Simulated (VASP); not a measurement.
Write the native input for VASP 6.6.1 that does the following.

```
Task                   : single point
Functional             : PBEsol
Potentials or basis    : VASP PAW PBE potentials, release 64 (Li_sv, F)
Cutoff                 : 520 eV
k mesh                 : 7 × 7 × 4
Occupations            : gaussian, width 0.01 eV
Spin                   : no spin polarisation
Dipole correction      : no
Further INCAR settings : ALGO = Normal; EDIFF = 1e-07; NBANDS = 18
```

The structure of LiF lies in POSCAR:

```
LiF
1.0
    3.0609400000      0.0000000000      0.0000000000
   -1.5304700000      2.6508500000      0.0000000000
    0.0000000000      0.0000000000      4.8073200000
Li F
2 2
Direct
    0.3333333333      0.6666666667      0.3811500000
    0.6666666667      0.3333333333      0.8811500000
    0.3333333333      0.6666666667      0.9938400000
    0.6666666667      0.3333333333      0.4938400000
```

The input as run:

INCAR

```
SYSTEM = LiF
PREC = Accurate ; ENCUT = 520
EDIFF = 1E-7 ; ISMEAR = 0
SIGMA = 0.01 ; LREAL = .False.
LASPH = .True. ; NELM = 100
ALGO = Normal ; ISIF = 2
LWAVE = .False. ; LCHARG = .True.
GGA = PS ; LELF = .True.
LVHAR = .True. ; NBANDS = 18
```

KPOINTS

```
Automatic mesh
0
Gamma
  7 7 4
  0 0 0
```

Potentials or basis: VASP PAW PBE potentials, release 64 (Li_sv, F).

The run is started by

```console
$ cat potpaw_PBE.64/Li_sv/POTCAR potpaw_PBE.64/F/POTCAR > POTCAR
$ mpirun -np 1 vasp_std > vasp.out
```

Results of the run:

```
Band gap on the k mesh : 7.74 eV, direct
```

Wall time 11 s on 1 thread of Intel(R) Xeon(R) Platinum 8259CL CPU @ 2.50GHz (Skylake/Cascade Lake), with other jobs on the host, peak memory 0.15 GiB.
